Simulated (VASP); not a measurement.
Runs of VASP 6.6.1 on In. The structure is that of space group I4/mmm (No. 139), or close to it. The cells are those of the table. 

| cell | further INCAR settings | gap on the mesh (eV) | pressure (GPa) |
| --- | --- | --- | --- |
| a = 3.304 Å, angles 123.0, 123.0, 84.9°, 1 atom | ALGO = Fast; EDIFF = 1e-06; NBANDS = 12 | none | 6.1 |
| a = 3.354 Å, angles 123.0, 123.0, 85.0°, 1 atom | ALGO = Fast; EDIFF = 1e-06; NBANDS = 12 | none | 3.5 |
| a = 3.456 Å, angles 122.9, 122.9, 85.0°, 1 atom | ALGO = Fast; EDIFF = 1e-07; NBANDS = 12 | none | (a) |
| a = 3.387 Å, angles 124.5, 124.5, 82.4°, 1 atom | ALGO = Fast; EDIFF = 1e-07; NBANDS = 12 | none | 3.5 |
| a = 3.331 Å, angles 123.5, 123.5, 84.1°, 1 atom | ALGO = Fast; EDIFF = 1e-07; NBANDS = 12 | none | 5.2 |
| a = 3.359 Å, angles 124.0, 124.0, 83.2°, 1 atom | ALGO = Fast; EDIFF = 1e-06; NBANDS = 12 | none | 4.3 |

Alike in all rows: task single point; level PBE; potentials or basis VASP PAW PBE potentials, release 64 (In_d); no spin polarisation; k mesh 20 × 20 × 20; cutoff (eV) 520; smearing gaussian 0.15 eV.

Question: Fill in the values left out.

Answer: (a) -0.3.

Caveats: spin-orbit coupling is left out, which moves the levels of the heavy elements.

A k mesh can miss the band edges, and the runs leave out spin-orbit coupling on In.

A gap of «none» marks levels without a gap at the run's occupations.
